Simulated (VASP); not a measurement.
Wanted: the native input for a VASP 6.6.1 run.

- Task: single point
- Functional: PBE
- Potentials or basis: VASP PAW PBE potentials, release 64 (Si)
- Cutoff: 520 eV
- k mesh: 6 × 6 × 4
- Occupations: gaussian, width 0.2 eV
- Spin: no spin polarisation
- Dipole correction: no
- Further INCAR settings: ALGO = Normal; EDIFF = 1e-07; NBANDS = 21

The structure of Si lies in POSCAR:

```
Si
1.0
    0.0022179064      0.0006120164      3.6272288256
    2.0797773687     -4.5560070819      0.0001112496
    5.4263991300      4.2259151902     -0.0036731741
Si
6
Direct
    0.4991616308      0.4674096931      0.1652328505
    0.5006836888      0.0636229397      0.6749374782
    0.4993699234      0.9362898764      0.3249518549
    0.5007416857      0.5324981887      0.8349308752
   -0.0006210348      0.1369941633      0.1693298333
    0.0006641063      0.8631851387      0.8306171080
```

One way to write it, as run:

INCAR

```
SYSTEM = Si
PREC = Accurate
ENCUT = 520
EDIFF = 1E-7
ISMEAR = 0
SIGMA = 0.2
LREAL = .False.
LASPH = .True.
NELM = 80
ALGO = Normal
ISIF = 2
LWAVE = .False.
LCHARG = .False.
GGA = PE
NBANDS = 21
```

KPOINTS

```
regular mesh
0
Gamma
  6 6 4
  0 0 0
```

Potentials or basis: VASP PAW PBE potentials, release 64 (Si).

Run with:

```bash
$ cat potpaw_PBE.64/Si/POTCAR > POTCAR
$ mpirun -np 1 vasp_std > vasp.out
```

It gave:

- Pressure: -0.1 GPa
- Largest force: 0.017 eV/Å
- Band gap on the k mesh: zero (bands 12 and 13 overlap by 2.41 eV)

Run time: 2.6 min on 1 thread of Intel Xeon 6975P-C, with other jobs on the host, peak memory 0.3 GiB.
